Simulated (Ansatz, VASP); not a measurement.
Two plane-wave programs on PbSe

Contents of POSCAR:

```
PbSe
1.0
    0.0000000000      3.1484527865      2.8965765636
    3.1484527865      0.0000000000      2.8965765636
    3.1484527865      3.1484527865      0.0000000000
Pb Se
1 1
Direct
    0.0000000000      0.0000000000      0.0000000000
    0.5000000000      0.5000000000      0.5000000000
```

Contents of INCAR.step1:

```
PREC = Accurate
ENCUT = 520
ISMEAR = 0
SIGMA = 0.05
LREAL = F
LASPH = T
NELM = 60
NBANDS = 17
GGA = PE
ALGO = Normal
EDIFF = 1E-4
LWAVE = T
LCHARG = F
```

The input INCAR.step2:

```
PREC = Accurate
ENCUT = 520
EDIFF = 1E-7
ISMEAR = 0
SIGMA = 0.05
LREAL = F
LASPH = T
NELM = 60
ALGO = Normal
ISIF = 2
LWAVE = F
LCHARG = F
METAGGA = R2SCAN
LMIXTAU = T
NBANDS = 17
ISTART = 1
```

KPOINTS

```
regular mesh
0
Gamma
  10 10 10
```

Input for Ansatz:

```yaml
crystal:
  lattice:
    - [0.0, 3.1484527865, 2.8965765636]
    - [3.1484527865, 0.0, 2.8965765636]
    - [3.1484527865, 3.1484527865, 0.0]
  atoms:
    - { symbol: Pb, position: [0.0, 0.0, 0.0] }
    - { symbol: Se, position: [0.5, 0.5, 0.5] }
basis:
  ecutwfc: 500
kpoints:
  mp_grid: { grid: [10, 10, 10] }
hamiltonian:
  xc: r2scan
scf:
  occupations: { method: gaussian, width: 0.05 }
output:
  forces: true
  stress: true
  eigenvalues: true
  write_density: true
  write_potential: true
  elf: true
  volumetric_format: npy
```

Alike in both runs: task single point; functional r2SCAN; k mesh 10 × 10 × 10; occupations gaussian, width 0.05 eV; no spin polarisation.

|  | VASP | Ansatz |
| --- | --- | --- |
| version | VASP 6.6.1 | Ansatz 0.2.0 |
| potentials or method | VASP PAW PBE potentials, release 64 (Pb_d, Se), cutoff 520 eV | scalar-relativistic, plane waves, PAW |
| valence electrons in the cell | 20 | 30 |

Ansatz gave:

| Quantity | Value |
| --- | --- |
| gap on the k mesh at the Fermi level (eV) | 0.34 |
| least direct gap on the mesh (eV) | 0.34 |
| pressure (GPa) | 2.6 |
| traceless stress, the component that is largest in VASP (GPa) | 8.44 |

Problem. Which values does VASP return?

Solution. gap on the k mesh at the Fermi level (eV): 0.35; least direct gap on the mesh (eV): 0.35; pressure (GPa): 2.6; traceless stress, the component that is largest in VASP (GPa): 8.46.

VASP's potentials were made for PBE, not for r2SCAN. With one functional, cell and mesh, what is left measures potentials, basis and numerics. VASP's potentials hold 20 valence electrons a cell and Ansatz's 30, so a difference there can come from the potentials and not from the codes.

Neither program's run includes spin-orbit coupling.
